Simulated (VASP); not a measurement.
# Ti (P6_3/mmc) in VASP: further runs

The runs below take Ti through single point, with r2SCAN.

Everything below comes from runs of VASP 6.6.1. Logs are shortened: lines on timing, memory, paths and dates and some standing lists are left out, and cuts for length are marked.

## 1. The cell of the first run

Symmetry: P6_3/mmc, No. 194, hexagonal system. Conventional cell: a = 3.004 Å, b = 3.004 Å, c = 4.082 Å, α = 90.00°, β = 90.00°, γ = 120.00°. Ti (site symmetry -6m2) has 12 Ti at 2.68 to 3.00 Å within 3.5 Å.

## 2. Single point, r2SCAN

Contents of POSCAR:

```
Ti
1.0
    3.0036000000      0.0000000000      0.0000000000
   -1.5018000000      2.6011939028      0.0000000000
    0.0000000000      0.0000000000      4.0818000000
Ti
2
Direct
    0.3333333333      0.6666666667      0.2500000000
    0.6666666667      0.3333333333      0.7500000000
```

Contents of INCAR.step1:

```
SYSTEM = Ti
  ALGO = Normal
  EDIFF = 1E-4
  ENCUT = 520
  GGA = PE
  ISMEAR = 1
  LASPH = .TRUE.
  LCHARG = .FALSE.
  LREAL = .FALSE.
  LWAVE = .TRUE.
  NBANDS = 19
  NELM = 60
  PREC = Accurate
  SIGMA = 0.05
```

Contents of INCAR.step2:

```
SYSTEM = Ti
  ALGO = Normal
  EDIFF = 1E-7
  ENCUT = 520
  ISIF = 2
  ISMEAR = 1
  ISTART = 1
  LASPH = .TRUE.
  LCHARG = .FALSE.
  LMIXTAU = .TRUE.
  LREAL = .FALSE.
  LWAVE = .FALSE.
  METAGGA = R2SCAN
  NBANDS = 19
  NELM = 60
  PREC = Accurate
  SIGMA = 0.05
```

Contents of KPOINTS:

```
k-points
0
G
  18 18 10
  0 0 0
```

Potentials or basis: VASP PAW PBE potentials, release 64 (Ti_sv).

Started as:

```sh
$ cat potpaw_PBE.64/Ti_sv/POTCAR > POTCAR
$ cp INCAR.step1 INCAR
$ mpirun -np 1 vasp_std > vasp.out
$ cp INCAR.step2 INCAR
$ mpirun -np 1 vasp_std > vasp.out
```

OUTCAR:

```text
SYSTEM = Ti
   EDIFF = 1E-7
   ENCUT = 520
   ISIF = 2
   ISMEAR = 1
   ISTART = 1
   LASPH = .TRUE.
   LREAL = .FALSE.
   METAGGA = R2SCAN
   NELM = 60
   PREC = Accurate

 ion  position               nearest neighbor table
   1  0.333  0.667  0.250-   2 2.68   2 2.68   2 2.68   2 2.68   2 2.68   2 2.68
   2  0.667  0.333  0.750-   1 2.68   1 2.68   1 2.68   1 2.68   1 2.68   1 2.68

  LATTYP: Found a hexagonal cell.
 ALAT       =     3.0036000000
 C/A-ratio  =     1.3589692369

  Lattice vectors:

 A1 = (   3.0036000000,   0.0000000000,   0.0000000000)
 A2 = (  -1.5018000000,   2.6011939028,   0.0000000000)
 A3 = (   0.0000000000,   0.0000000000,   4.0818000000)

Analysis of symmetry for initial positions (statically):
=====================================================================
 Subroutine PRICEL returns:
 Original cell was already a primitive cell.

 Routine SETGRP: Setting up the symmetry group for a
 hexagonal supercell.

 Subroutine GETGRP returns: Found 24 space group operations
 (whereof 12 operations were pure point group operations)
 out of a pool of 24 trial point group operations.

The static configuration has the point symmetry D_3d.
 The point group associated with its full space group is D_6h.

Analysis of symmetry for dynamics (positions and initial velocities):
=====================================================================
 Subroutine PRICEL returns:
 Original cell was already a primitive cell.

 Routine SETGRP: Setting up the symmetry group for a
 hexagonal supercell.

 Subroutine GETGRP returns: Found 24 space group operations
 (whereof 12 operations were pure point group operations)
 out of a pool of 24 trial point group operations.

The dynamic configuration has the point symmetry D_3d.
 The point group associated with its full space group is D_6h.

 Subroutine INISYM returns: Found 24 space group operations
 (whereof 12 operations are pure point group operations),
 and found     1 'primitive' translations

----------------------------------------------------------------------------------------

                                     Primitive cell

  volume of cell :      31.8909

  direct lattice vectors                    reciprocal lattice vectors
     3.003600000  0.000000000  0.000000000     0.332933813  0.192219426  0.000000000
    -1.501800000  2.601193903  0.000000000     0.000000000  0.384438853  0.000000000
     0.000000000  0.000000000  4.081800000     0.000000000  0.000000000  0.244989955

  length of vectors
     3.003600000  3.003600000  4.081800000     0.384438853  0.384438853  0.244989955

  position of ions in fractional coordinates (direct lattice)
     0.333333333  0.666666667  0.250000000
     0.666666667  0.333333333  0.750000000

  ion indices of the primitive-cell ions
   primitive index   ion index
                 1           1
                 2           2

----------------------------------------------------------------------------------------

 KPOINTS: k-points

Automatic generation of k-mesh.
 Grid dimensions read from file:
 generate k-points for:   18   18   10

 Generating k-lattice:

  Cartesian coordinates                     Fractional coordinates (reciprocal lattice)
     0.018496323  0.010678857  0.000000000     0.055555556 -0.000000000  0.000000000
     0.000000000  0.021357714  0.000000000     0.000000000  0.055555556  0.000000000
     0.000000000  0.000000000  0.024498996     0.000000000  0.000000000  0.100000000

  Length of vectors
     0.021357714  0.021357714  0.024498996

  Shift w.r.t. Gamma in fractional coordinates (k-lattice)
     0.000000000  0.000000000  0.000000000

 Subroutine IBZKPT returns following result:
 ===========================================

 Found    222 irreducible k-points:

 Following reciprocal coordinates:
            Coordinates               Weight
  0.000000  0.000000  0.000000      1.000000
  0.055556 -0.000000  0.000000      6.000000
  0.111111 -0.000000  0.000000      6.000000
  0.166667 -0.000000  0.000000      6.000000
  0.222222 -0.000000  0.000000      6.000000
  0.277778  0.000000  0.000000      6.000000
[... 16 lines left out ...]
  0.333333  0.111111  0.000000     12.000000
  0.388889  0.111111  0.000000     12.000000
 [... further k-points ...]
   k-points           NKPTS =    222   k-points in BZ     NKDIM =    222   number of bands    NBANDS=     19
   number of dos      NEDOS =    301   number of ions     NIONS =      2
   total plane-waves  NPLWV =  17280
   dimension x,y,z NGX =    24 NGY =   24 NGZ =   30
   dimension x,y,z NGXF=    48 NGYF=   48 NGZF=   60
   ions per type =               2
   NGX,Y,Z   is equivalent  to a cutoff of  13.28, 13.28, 12.22 a.u.
   NGXF,Y,Z  is equivalent  to a cutoff of  26.57, 26.57, 24.44 a.u.
 SYSTEM =  Ti
   PREC   = accura    normal or accurate (medium, high low for compatibility)
   ISTART =      1    job   : 0-new  1-cont  2-samecut
   ICHARG =      0    charge: 1-file 2-atom 10-const
   ISPIN  =      1    spin polarized calculation?
   LNONCOLLINEAR =      F non collinear calculations
   LSORBIT =      F    spin-orbit coupling
   LASPH  =      T    aspherical Exc in radial PAW
   ENCUT  =  520.0 eV  38.22 Ry    6.18 a.u.   5.58  5.58  7.59*2*pi/ulx,y,z
   NELM   =     60;   NELMIN=  2; NELMDL=  0     # of ELM steps
   EDIFF  = 0.1E-06   stopping-criterion for ELM
   LREAL  =      F    real-space projection
   EDIFFG = 0.1E-05   stopping-criterion for IOM
   NSW    =      0    number of steps for IOM
   IBRION =     -1    ionic relax: 0-MD 1-quasi-New 2-CG
   NFREE  =      0    steps in history (QN), initial steepest desc. (CG)
   ISIF   =      2    stress and relaxation
   ISYM   =      2    0-nonsym 1-usesym 2-fastsym
   POTIM  = 0.5000    time-step for ionic-motion
   TEBEG  =    0.0;   TEEND  =   0.0 temperature during run
   PSTRESS=    0.0 pullay stress
   NELECT =      24.0000    total number of electrons
   NUPDOWN=      -1.0000    fix difference up-down
   EMIN   =  10.00;   EMAX   =-10.00  energy-range for DOS
   EFERMI =   0.00;   METHOD = LEGACY
   ISMEAR =     1;   SIGMA  =   0.05  broadening in eV -4-tet -1-fermi 0-gaus
   EFERMI_NEDOS =   21; number of points for ismear=-14 and -15
   IALGO  =     38    algorithm
   IMIX   =      4    mixing-type and parameters
     AMIX     =   0.40;   BMIX     =  1.00
     AMIX_MAG =   1.60;   BMIX_MAG =  1.00
  volume/ion in A,a.u.               =      15.95       107.61
  Fermi-wavevector in a.u.,A,eV,Ry     =   1.489097  2.813986 30.169703  2.217411
  Thomas-Fermi vector in A             =   2.602049
   LORBIT       =      0    0 simple, 1 ext, 2 COOP (PROOUT), +10 PAW based schemes
   METAGGA = R2SCAN    functional components
   LHFCALC =     F    Hartree Fock is set to
   AEXX    =    0.0000 exact exchange contribution
   IVDW    =     0    specifies the selected vdW correction
   LEPSILON=     F    determine dielectric tensor
   LRPA    =     F    only Hartree local field effects (RPA)
 non-spin polarized calculation
 Methfessel and Paxton  Order N= 1 SIGMA  =   0.05
  energy-cutoff  :      520.00
  volume of cell :       31.89
 maximum number of plane-waves:       891
 NGX is ok and might be reduce to    24
   NGX = 11   NGY = 11   NGZ = 15

 number of electron      24.0000014 magnetization

 Free energy of the ion-electron system (eV)
  ---------------------------------------------------
  ext. energy  EPLUGINS =         0.00000000
  ---------------------------------------------------
  free energy    TOTEN  =       -25.61886356 eV

  energy without entropy =      -25.61869274  energy(sigma->0) =      -25.61880662

 E-fermi :   9.3233     XC(G=0): -12.8285

 val. band max:        9.3211130136   @ k =   0.3889  -0.0000   0.0000
 cond. band min:       9.3299710425   @ k =   0.1111   0.1111   0.0000
 fundamental gap:      0.0088580289
 Fermi energy:         9.3232868869

 k-point     1 :       0.0000    0.0000    0.0000
  band No.  band energies     occupation
      1     -49.8164      2.00000
      2     -49.4951      2.00000
      3     -25.6043      2.00000
      4     -24.7547      2.00000
      5     -24.7547      2.00000
      6     -24.4904      2.00000
[... 11 lines left out ...]
     18      12.1085      0.00000
     19      12.9985      0.00000

 k-point     2 :       0.0556   -0.0000    0.0000
  band No.  band energies     occupation
      1     -49.8124      2.00000
      2     -49.4954      2.00000
      3     -25.5949      2.00000
      4     -24.7665      2.00000
      5     -24.7607      2.00000
      6     -24.5038      2.00000
[... 11 lines left out ...]
     18      11.6350      0.00000
     19      13.0429      0.00000

 k-point     3 :       0.1111   -0.0000    0.0000
  band No.  band energies     occupation
      1     -49.8010      2.00000
      2     -49.4968      2.00000
      3     -25.5670      2.00000
      4     -24.8008      2.00000
      5     -24.7776      2.00000
      6     -24.5421      2.00000
[... 11 lines left out ...]
     18      11.7369      0.00000
     19      13.1597      0.00000

 k-point     4 :       0.1667   -0.0000    0.0000
  band No.  band energies     occupation
      1     -49.7828      2.00000
      2     -49.4994      2.00000
      3     -25.5222      2.00000
      4     -24.8541      2.00000
      5     -24.8025      2.00000
      6     -24.5994      2.00000
[... 11 lines left out ...]
     18      11.9893      0.00000
     19      13.3145      0.00000

 k-point     5 :       0.2222   -0.0000    0.0000
  band No.  band energies     occupation
      1     -49.7594      2.00000
      2     -49.5037      2.00000
      3     -25.4630      2.00000
      4     -24.9207      2.00000
      5     -24.8316      2.00000
      6     -24.6674      2.00000
[... 11 lines left out ...]
     18      12.2521      0.00000
     19      13.4757      0.00000
[... 334 lines left out ...]
      2     -49.5128      2.00000
      3     -25.3695      2.00000
      4     -24.9888      2.00000
      5     -24.9143      2.00000
      6     -24.7206      2.00000
[... 11 lines left out ...]
     18      12.6082      0.00000
     19      13.6584      0.00000

 k-point    22 :       0.2778    0.1111    0.0000
  band No.  band energies     occupation
      1     -49.6964      2.00000
      2     -49.5222      2.00000
      3     -25.2943      2.00000
      4     -25.0582      2.00000
      5     -24.9349      2.00000
      6     -24.7761      2.00000
[... 11 lines left out ...]
     18      12.9388      0.00000
     19      13.7669      0.00000

 k-point    23 :       0.3333    0.1111    0.0000
  band No.  band energies     occupation
      1     -49.6705      2.00000
      2     -49.5334      2.00000
      3     -25.2197      2.00000
      4     -25.1156      2.00000
      5     -24.9443      2.00000
      6     -24.8274      2.00000
[... 11 lines left out ...]
     18      13.3563      0.00000
     19      13.8470      0.00000

 k-point    24 :       0.3889    0.1111    0.0000
  band No.  band energies     occupation
      1     -49.6501      2.00000
      2     -49.5441      2.00000
      3     -25.1584      2.00000
      4     -25.1532      2.00000
      5     -24.9427      2.00000
      6     -24.8682      2.00000
[... 11 lines left out ...]
     18      13.8343      0.00000
     19      13.8957      0.00000

 [... further k-points ...]
[... 5 lines left out ...]
  --------------------------------------------------------------------------------------
  -------------------------------------------------------------------------------------
  Total        1.2279466      1.2279466      4.5926960      0.0000000     -0.0000000      0.0000000
  in kB       61.6912418     61.6912418    230.7340779      0.0000000     -0.0000000      0.0000000
  external PRESSURE =     118.0388538 kB  Pullay stress =       0.0000000 kB

 VOLUME and BASIS-vectors are now :
 -----------------------------------------------------------------------------
  energy-cutoff  :      520.00
  volume of cell :       31.89
      direct lattice vectors                 reciprocal lattice vectors
     3.003600000  0.000000000  0.000000000     0.332933813  0.192219426  0.000000000
    -1.501800000  2.601193903  0.000000000     0.000000000  0.384438853  0.000000000
     0.000000000  0.000000000  4.081800000     0.000000000  0.000000000  0.244989955

 POSITION                                       TOTAL-FORCE (eV/Angst)
 -----------------------------------------------------------------------------------
     -0.00000      1.73413      1.02045        -0.000000      0.000000      0.000000
      1.50180      0.86706      3.06135         0.000000     -0.000000      0.000000
 -----------------------------------------------------------------------------------
    total drift:                               -0.000000      0.000000     -0.000000

  FREE ENERGIE OF THE ION-ELECTRON SYSTEM (eV)
  ---------------------------------------------------
  free  energy   TOTEN  =       -25.6188635640 eV

  energy  without entropy=      -25.6186927358  energy(sigma->0) =      -25.61880662
```

Run time: 4.6 min. Hardware: 1 thread of Intel Xeon 6975P-C (Granite Rapids), shared host; peak memory 0.23 GiB.

Results:

| Item | Value |
| --- | --- |
| Free energy | -25.6189 eV |
| Pressure | 11.8 GPa |
| Band gap on the k mesh | zero (bands 12 and 13 overlap by 1.10 eV) |

Stress tensor (GPa, compression positive):
```
 6.17  0.00  0.00
 0.00  6.17  0.00
 0.00  0.00 23.07
```

Caveat: the cell stands under pressure; the PAW data sets were made with another functional, which shifts forces and pressure a little.

(Part 1 of 3 ends here.)
